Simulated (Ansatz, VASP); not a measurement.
## AlP in VASP and in Ansatz

```
CELL_PARAMETERS angstrom
3.85444 0.00000 0.00000
1.92722 3.33804 0.00000
1.92722 1.11268 3.14714
ATOMIC_POSITIONS crystal
Al 0.00000 0.00000 0.00000
P 0.25000 0.25000 0.25000
```

Alike in both runs: task single point; functional LDA; k mesh 6 × 6 × 6; no spin polarisation.

```csv
,VASP,Ansatz
version,VASP 6.6.1,Ansatz 0.2.0
potentials or method,"VASP PAW LDA potentials, release 64 (Al, P), cutoff 500 eV","plane waves, PAW"
occupations,"gaussian, width 0.01 eV",fixed
valence electrons in the cell,8,8
```

```csv
,VASP,Ansatz,Ansatz less VASP
pressure (GPa),-0.7,-0.8,-0.05
```

LDA's correlation is that of Perdew and Zunger in VASP and of Perdew and Wang (1992) in Ansatz.
